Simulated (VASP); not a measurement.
Here is a VASP 6.6.1 calculation.

The input INCAR:

```
SYSTEM = TaMo2Au2
PREC = Accurate
ENCUT = 520
EDIFF = 1E-6
ISMEAR = 0
SIGMA = 0.1
LREAL = .False.
LASPH = .True.
NELM = 80
ALGO = Fast
ISIF = 2
LWAVE = .False.
LCHARG = .False.
GGA = PE
NBANDS = 38
```

KPOINTS

```
Automatic mesh
0
Gamma
  4 4 4
  0 0 0
```

POSCAR

```
TaMo2Au2
1.0
    2.6963827695     -4.4134906879      0.0000000000
    2.6963827695      4.4134906879      0.0000000000
    0.0000000000      0.0000000000      7.5211762020
Ta Mo Au
1 2 2
Direct
    0.0000000000      0.0000000000      0.5000000000
    0.0000000000      0.0000000000      0.1274336336
    0.0000000000      0.0000000000      0.8725663664
    0.0000000000      0.5000000000      0.5000000000
    0.5000000000      0.0000000000      0.5000000000
```

Potentials or basis: VASP PAW PBE potentials, release 64 (Ta_pv, Mo_sv, Au).

The run is started by

```sh
$ cat potpaw_PBE.64/Ta_pv/POTCAR potpaw_PBE.64/Mo_sv/POTCAR potpaw_PBE.64/Au/POTCAR > POTCAR
$ mpirun -np 1 vasp_std > vasp.out
```

(1) What does it give for the pressure?

(2) What does it give for the largest force?

(3) Predict the band gap on the k mesh.

Results:

(1) 0.5 GPa.

(2) 1.005 eV/Å.

(3) zero (an odd number of electrons rules out a gap without spin polarisation).

Caveat: atoms lie so close that the PAW spheres overlap strongly, which falsifies energies and pressures; spin-orbit coupling is left out, which moves the levels of the heavy elements; forces of over 1 eV/Å act on the atoms, so gaps and moduli don't describe the material at rest.
